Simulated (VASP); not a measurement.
The system is NaH.

```
Na H
1.0
     0.12597    2.59305    2.59305
     2.59305    0.12597    2.59305
     2.59305    2.59305    0.12597
Na H
1 1
Direct
  0.00517 0.00517 0.00517
  0.24483 0.24483 0.24483
```

This cell differs from its parent crystal: epitaxial 111 strain -5.0%.

Base run:

- Program: VASP 6.6.1
- Functional: HSE06
- Potentials or basis: VASP PAW PBE potentials, release 64 (Na_pv, H)
- Cutoff: 520 eV
- k mesh: 6 × 6 × 6
- Occupations: gaussian, width 0.01 eV
- Spin: no spin polarisation

Its results: band gap on the k mesh 4.35 eV (least direct gap 5.43 eV); pressure 1.7 GPa; largest force 0.009 eV/Å.

**Question.** The run is repeated on the same cell with these changes: functional from HSE06 to r2SCAN; k mesh from 6 × 6 × 6 to 8 × 8 × 8. What comes out?

**Answer.** Band gap on the k mesh 3.76 eV (least direct gap 4.77 eV); pressure 1.5 GPa; largest force 0.014 eV/Å.

Several settings changed at once.

Caveats: the structure was generated, so it needn't be the stable form of NaH; the PAW data sets were made with another functional, which shifts forces and pressure a little.

A k mesh can miss the band edges.
